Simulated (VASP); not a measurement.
A run of VASP 6.6.1 is set up as follows.

INCAR

```
SYSTEM = NaF
PREC = Accurate
ENCUT = 520
EDIFF = 1E-7
ISMEAR = 0
SIGMA = 0.05
LREAL = .FALSE.
LASPH = .TRUE.
NELM = 100
ALGO = Normal
ISIF = 2
LWAVE = .FALSE.
LCHARG = .FALSE.
GGA = PE
NBANDS = 14
```

KPOINTS

```
Automatic mesh
0
G
  8 8 8
  0 0 0
```

POSCAR

```
NaF
1.0
    0.0000000000      2.3233000000      2.3233000000
    2.3233000000      0.0000000000      2.3233000000
    2.3233000000      2.3233000000      0.0000000000
Na F
1 1
Direct
    0.0000000000      0.0000000000      0.0000000000
    0.5269013903      0.5269013903      0.4730986097
```

Potentials or basis: VASP PAW PBE potentials, release 64 (Na_pv, F).

Run with:

```bash
$ cat potpaw_PBE.64/Na_pv/POTCAR potpaw_PBE.64/F/POTCAR > POTCAR
$ mpirun -np 1 vasp_std > vasp.out
```

Problem. Predict the pressure.

Solution. 2.1 GPa.

Problem. Estimate the largest force.

Solution. 0.321 eV/Å.

Forces in eV/Å, atoms in the order of the input:
```
Na   0.000  0.000  0.321
F    0.000  0.000 -0.321
```

Caveat: the cell differs from its parent crystal (all F atoms moved +0.125 Å, as atom 2 along Cartesian [0 0 1]).
